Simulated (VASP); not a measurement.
# SnO (P4/nmm) in VASP: single point with PBEsol

Aim: the single point of SnO with PBEsol.

All numbers are computed with VASP 6.6.1; they aren't measurements. Logs are shortened: lines on timing, memory, paths and dates and some standing lists are left out, and cuts for length are marked.

### 1 The cell of the first run

It takes space group P4/nmm (No. 129, tetragonal). The conventional cell has a = 3.805 Å, b = 3.805 Å, c = 4.753 Å, α = 90.00°, β = 90.00°, γ = 90.00°. Sn (site symmetry 4mm) has 4 O at 2.22 Å within 2.9 Å. Within 2.9 Å of O (site symmetry -4m2) lie 4 Sn at 2.22 Å and 4 O at 2.69 Å.

### 2 Single point, PBEsol

INCAR

```
SYSTEM = SnO
PREC     = Accurate       ! precision mode
ENCUT    = 520            ! plane-wave cutoff, eV
EDIFF    = 1E-6           ! SCF threshold, eV
ISMEAR   = 0              ! smearing method
SIGMA    = 0.15           ! smearing width, eV
LREAL    = .FALSE.        ! projectors in reciprocal space
LASPH    = .TRUE.         ! aspherical terms in the spheres
NELM     = 80             ! most SCF steps
ALGO     = Normal         ! electronic algorithm
ISIF     = 2              ! what is computed and relaxed
LWAVE    = .FALSE.        ! write WAVECAR
LCHARG   = .FALSE.        ! write CHGCAR
GGA      = PS             ! functional
NBANDS   = 28             ! bands
```

KPOINTS

```
Automatic mesh
0
G
  12 12 10
  0 0 0
```

POSCAR

```
SnO
1.0
    3.8053768948      0.0000000000      0.0000000000
    0.0000000000      3.8053768948      0.0000000000
    0.0000000000      0.0000000000      4.7531851815
Sn O
2 2
Direct
    0.0000000000      0.5000000000      0.2423986461
    0.5000000000      0.0000000000      0.7576013539
    0.0000000000      0.0000000000      0.0000000000
    0.5000000000      0.5000000000      0.0000000000
```

Potentials or basis: VASP PAW PBE potentials, release 64 (Sn_d, O).

On the command line:

```
$ cat potpaw_PBE.64/Sn_d/POTCAR potpaw_PBE.64/O/POTCAR > POTCAR
$ mpirun -np 1 vasp_std > vasp.out
```

OUTCAR:

```text
SYSTEM = SnO
   PREC = Accurate
   ENCUT = 520
   EDIFF = 1E-6
   ISMEAR = 0
   LREAL = .FALSE.
   LASPH = .TRUE.
   NELM = 80
   ISIF = 2
   GGA = PS

 ion  position               nearest neighbor table
   1  0.000  0.500  0.242-   3 2.22   4 2.22   3 2.22   4 2.22   2 3.54   2 3.54   2 3.54   2 3.54
                             2 3.64   2 3.64   2 3.64   2 3.64
   2  0.500  0.000  0.758-   3 2.22   4 2.22   4 2.22   3 2.22   1 3.54   1 3.54   1 3.54   1 3.54
                             1 3.64   1 3.64   1 3.64   1 3.64
   3  0.000  0.000  0.000-   1 2.22   2 2.22   1 2.22   2 2.22
   4  0.500  0.500  0.000-   1 2.22   2 2.22   2 2.22   1 2.22

  LATTYP: Found a simple tetragonal cell.
 ALAT       =     3.8053768948
 C/A-ratio  =     1.2490708050

  Lattice vectors:

 A1 = (   3.8053768948,   0.0000000000,   0.0000000000)
 A2 = (   0.0000000000,   3.8053768948,   0.0000000000)
 A3 = (   0.0000000000,   0.0000000000,   4.7531851815)

Analysis of symmetry for initial positions (statically):
=====================================================================
 Subroutine PRICEL returns:
 Original cell was already a primitive cell.

 Routine SETGRP: Setting up the symmetry group for a
 simple tetragonal supercell.

 Subroutine GETGRP returns: Found 16 space group operations
 (whereof  8 operations were pure point group operations)
 out of a pool of 16 trial point group operations.

The static configuration has the point symmetry D_2d.
 The point group associated with its full space group is D_4h.

Analysis of symmetry for dynamics (positions and initial velocities):
=====================================================================
 Subroutine PRICEL returns:
 Original cell was already a primitive cell.

 Routine SETGRP: Setting up the symmetry group for a
 simple tetragonal supercell.

 Subroutine GETGRP returns: Found 16 space group operations
 (whereof  8 operations were pure point group operations)
 out of a pool of 16 trial point group operations.

The dynamic configuration has the point symmetry D_2d.
 The point group associated with its full space group is D_4h.

 Subroutine INISYM returns: Found 16 space group operations
 (whereof  8 operations are pure point group operations),
 and found     1 'primitive' translations

----------------------------------------------------------------------------------------

                                     Primitive cell

  volume of cell :      68.8304

  direct lattice vectors                    reciprocal lattice vectors
[... 81 lines left out ...]
 SYSTEM =  SnO
   PREC   = accura    normal or accurate (medium, high low for compatibility)
   ISTART =      0    job   : 0-new  1-cont  2-samecut
   ICHARG =      2    charge: 1-file 2-atom 10-const
   ISPIN  =      1    spin polarized calculation?
   LNONCOLLINEAR =      F non collinear calculations
   LSORBIT =      F    spin-orbit coupling
   LASPH  =      T    aspherical Exc in radial PAW
   ENCUT  =  520.0 eV  38.22 Ry    6.18 a.u.   7.08  7.08  8.84*2*pi/ulx,y,z
   NELM   =     80;   NELMIN=  2; NELMDL= -5     # of ELM steps
   EDIFF  = 0.1E-05   stopping-criterion for ELM
   LREAL  =      F    real-space projection
[... 7 lines left out ...]
   TEBEG  =    0.0;   TEEND  =   0.0 temperature during run
   PSTRESS=    0.0 pullay stress
   NELECT =      40.0000    total number of electrons
   NUPDOWN=      -1.0000    fix difference up-down
   EMIN   =  10.00;   EMAX   =-10.00  energy-range for DOS
   EFERMI =   0.00;   METHOD = LEGACY
   ISMEAR =     0;   SIGMA  =   0.15  broadening in eV -4-tet -1-fermi 0-gaus
   EFERMI_NEDOS =   21; number of points for ismear=-14 and -15
   IALGO  =     38    algorithm
   IMIX   =      4    mixing-type and parameters
     AMIX     =   0.40;   BMIX     =  1.00
     AMIX_MAG =   1.60;   BMIX_MAG =  1.00
  volume/ion in A,a.u.               =      17.21       116.12
  Fermi-wavevector in a.u.,A,eV,Ry     =   1.366160  2.581667 25.393809  1.866392
  Thomas-Fermi vector in A             =   2.492325
   LORBIT       =      0    0 simple, 1 ext, 2 COOP (PROOUT), +10 PAW based schemes
   GGA     = PS    functional components
   LHFCALC =     F    Hartree Fock is set to
   AEXX    =    0.0000 exact exchange contribution
   IVDW    =     0    specifies the selected vdW correction
   LEPSILON=     F    determine dielectric tensor
   LRPA    =     F    only Hartree local field effects (RPA)
 non-spin polarized calculation
 Gauss-broadening in eV      SIGMA  =   0.15
  energy-cutoff  :      520.00
  volume of cell :       68.83
 maximum number of plane-waves:      1872
   NGX = 15   NGY = 15   NGZ = 17

 number of electron      39.9999991 magnetization

 Free energy of the ion-electron system (eV)
  ---------------------------------------------------
  ext. energy  EPLUGINS =         0.00000000
  ---------------------------------------------------
  free energy    TOTEN  =       -24.21510620 eV

  energy without entropy =      -24.21337583  energy(sigma->0) =      -24.21424102

 E-fermi :   7.2936     XC(G=0): -10.5923

 val. band max:        7.2858858198   @ k =   0.5000   0.5000   0.1000
 cond. band min:       7.4393645553   @ k =   0.4167   0.4167   0.0000
 fundamental gap:      0.1534787355
 Fermi energy:         7.2935595041

 k-point     1 :       0.0000    0.0000    0.0000
  band No.  band energies     occupation
      1     -14.7167      2.00000
      2     -14.2734      2.00000
      3     -14.2734      2.00000
      4     -14.2627      2.00000
      5     -14.2212      2.00000
      6     -14.2187      2.00000
[... 733 lines left out ...]
     27      14.6655      0.00000
     28      15.1458      0.00000

 [... further k-points ...]
[... 5 lines left out ...]
  --------------------------------------------------------------------------------------
  -------------------------------------------------------------------------------------
  Total        0.0907870      0.0907870      0.0988206      0.0000000     -0.0000000      0.0000000
  in kB        2.1132671      2.1132671      2.3002662      0.0000000     -0.0000000      0.0000000
  external PRESSURE =       2.1756002 kB  Pullay stress =       0.0000000 kB

 VOLUME and BASIS-vectors are now :
 -----------------------------------------------------------------------------
  energy-cutoff  :      520.00
  volume of cell :       68.83
      direct lattice vectors                 reciprocal lattice vectors
     3.805376895  0.000000000  0.000000000     0.262786060  0.000000000  0.000000000
     0.000000000  3.805376895  0.000000000     0.000000000  0.262786060  0.000000000
     0.000000000  0.000000000  4.753185182     0.000000000  0.000000000  0.210385239

 POSITION                                       TOTAL-FORCE (eV/Angst)
 -----------------------------------------------------------------------------------
      0.00000      1.90269      1.15217        -0.000000      0.000000      0.091936
      1.90269      0.00000      3.60102         0.000000      0.000000     -0.091936
      0.00000      0.00000      0.00000        -0.000000      0.000000      0.000000
      1.90269      1.90269      0.00000        -0.000000     -0.000000      0.000000
 -----------------------------------------------------------------------------------
    total drift:                                0.000000      0.000000      0.000000

  FREE ENERGIE OF THE ION-ELECTRON SYSTEM (eV)
  ---------------------------------------------------
  free  energy   TOTEN  =       -24.2151062047 eV

  energy  without entropy=      -24.2133758302  energy(sigma->0) =      -24.21424102
```

OSZICAR:

```text
N       E                     dE             d eps       ncg     rms          rms(c)
DAV:   1     0.413945938372E+03    0.41395E+03   -0.19875E+04  9752   0.220E+03
DAV:   2     0.349907808511E+02   -0.37896E+03   -0.36389E+03  9736   0.541E+02
DAV:   3    -0.245444839754E+02   -0.59535E+02   -0.58308E+02 10756   0.179E+02
DAV:   4    -0.273683787313E+02   -0.28239E+01   -0.28101E+01 10808   0.416E+01
DAV:   5    -0.274361492493E+02   -0.67771E-01   -0.67761E-01 10392   0.694E+00    0.108E+01
DAV:   6    -0.242812919953E+02    0.31549E+01   -0.14294E+01 15276   0.431E+01    0.482E+00
DAV:   7    -0.242499191558E+02    0.31373E-01   -0.17719E+00 10988   0.804E+00    0.241E+00
DAV:   8    -0.242249522934E+02    0.24967E-01   -0.28307E-01 11424   0.346E+00    0.759E-01
DAV:   9    -0.242144606556E+02    0.10492E-01   -0.43018E-02 15108   0.224E+00    0.216E-01
DAV:  10    -0.242153789211E+02   -0.91827E-03   -0.62683E-03 13176   0.764E-01    0.123E-01
DAV:  11    -0.242150899290E+02    0.28899E-03   -0.14938E-03 14544   0.372E-01    0.198E-02
DAV:  12    -0.242151126887E+02   -0.22760E-04   -0.20361E-04  9672   0.817E-02    0.276E-02
DAV:  13    -0.242151064879E+02    0.62008E-05   -0.21775E-05 12148   0.321E-02    0.338E-03
DAV:  14    -0.242151062047E+02    0.28315E-06   -0.17909E-06  7160   0.124E-02
   1 F= -.24215106E+02 E0= -.24214241E+02  d E =-.173037E-02
```

Run time: 4.6 min. Hardware: 1 thread of Intel Xeon Platinum 8375C at 2.90GHz (Ice Lake), shared host; peak memory 0.36 GiB.

Results:

```yaml
Free_energy: -24.2151 eV
Pressure: 0.2 GPa
Largest_force: 0.092 eV/Å
Band_gap_on_the_k_mesh: zero (bands 20 and 21 overlap by 0.10 eV)
```

Forces in eV/Å, atoms in the order of the input:
```
Sn   0.000  0.000  0.092
Sn   0.000  0.000 -0.092
O    0.000  0.000  0.000
O    0.000  0.000  0.000
```

Caveat: semilocal functionals underestimate gaps, and a narrow one can read as zero; the PAW data sets were made with another functional, which shifts forces and pressure a little; spin-orbit coupling is left out, which moves the levels of the heavy elements.

The gap in the log of VASP goes by the Fermi energy; the results here count the filled bands.